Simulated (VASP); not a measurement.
Runs of VASP 6.6.1 on AlN. The structure is that of space group Fm-3m (No. 225), or close to it. The cells are those of the table. 

| cell | gap on the mesh (eV) | pressure (GPa) |
| --- | --- | --- |
| a = 2.808 Å, angles 60.0°, 2 atoms | 5.04 | 16.2 |
| a = 2.698 Å, angles 60.0°, 2 atoms | (c) | 64.9 |
| a = 3.047 Å, angles 58.2°, 2 atoms | 2.97 | -28.8 |
| a = 2.900 Å, angles 58.2°, 2 atoms | 4.11 | 0.2 |
| a = 3.005 Å, angles 60.0°, 2 atoms | (a) | -29.0 |
| a = 2.719 Å, angles 61.8°, 2 atoms | 4.31 | 37.3 |
| a = 2.754 Å, angles 60.0°, 2 atoms | 4.91 | 37.2 |
| a = 2.910 Å, angles 60.0°, 2 atoms | 4.06 | -12.3 |
| a = 2.631 Å, angles 63.6°, 2 atoms | (b) | 65.4 |
| a = 2.736 Å, angles 58.2°, 2 atoms | 4.41 | 65.0 |
| a = 2.663 Å, angles 61.8°, 2 atoms | 4.23 | 65.0 |
| a = 2.958 Å, angles 60.0°, 2 atoms | 3.62 | -21.7 |

Alike in all rows: task single point; level PBEsol; potentials or basis VASP PAW PBE potentials, release 64 (Al, N); no spin polarisation; k mesh 10 × 10 × 10; cutoff (eV) 520; smearing gaussian 0.05 eV.

**Question.** Estimate the missing entries.

**Answer.** (a) 3.22; (b) 3.58; (c) 4.76.

Caveats: the PAW data sets were made with another functional, which shifts forces and pressure a little.

A k mesh can miss the band edges.
